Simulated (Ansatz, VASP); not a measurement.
Two plane-wave programs on Sb

The input INCAR:

```
SYSTEM = Sb
  ALGO = Normal
  EDIFF = 1E-6
  ENCUT = 520
  GGA = CA
  ISIF = 2
  ISMEAR = -1
  LASPH = .TRUE.
  LCHARG = .FALSE.
  LREAL = .FALSE.
  LWAVE = .FALSE.
  NBANDS = 8
  NELM = 80
  PREC = Accurate
  SIGMA = 0.05
```

Contents of KPOINTS:

```
k-points
0
G
  10 10 10
  0 0 0
```

POSCAR

```
Sb
1.0
    0.0000000000      2.3712425216      2.3712425216
    2.3712425216      0.0000000000      2.3712425216
    2.3712425216      2.3712425216      0.0000000000
Sb
1
Direct
    0.0000000000      0.0000000000      0.0000000000
```

The input input.yaml:

```yaml
crystal:
  lattice:
    - [0.0, 2.3712425216, 2.3712425216]
    - [2.3712425216, 0.0, 2.3712425216]
    - [2.3712425216, 2.3712425216, 0.0]
  atoms:
    - { symbol: Sb, position: [0.0, 0.0, 0.0] }
hamiltonian:
  xc: lda
  pseudopotentials: { kind: paw }
kpoints:
  mp_grid: { grid: [10, 10, 10] }
scf:
  occupations: { method: fermi_dirac, width: 0.05 }
output:
  forces: true
  stress: true
  eigenvalues: true
  write_density: true
  write_potential: true
  elf: true
  volumetric_format: npy
```

Alike in both runs: task single point; functional LDA; k mesh 10 × 10 × 10; occupations fermi-dirac, width 0.05 eV; no spin polarisation.

|  | VASP | Ansatz |
| --- | --- | --- |
| version | VASP 6.6.1 | Ansatz 0.2.0 |
| potentials or method | VASP PAW LDA potentials, release 64 (Sb) | Ansatz PAW |
| plane-wave cutoff (eV) | 520 | 420 |
| valence electrons in the cell | 5 | 15 |

VASP gave:

| Property | Result |
| --- | --- |
| gap on the k mesh at the Fermi level (eV) | none |
| pressure (GPa) | -2.2 |

Question: Estimate Ansatz's values.

Answer: gap on the k mesh at the Fermi level (eV): none; pressure (GPa): -2.3.

LDA's correlation is that of Perdew and Zunger in VASP and of Perdew and Wang (1992) in Ansatz. A gap of «none» marks a metal or a gap that the smearing closes. VASP's potentials hold 5 valence electrons a cell and Ansatz's 15, so a difference there can come from the potentials and not from the codes.

Neither program's run includes spin-orbit coupling.
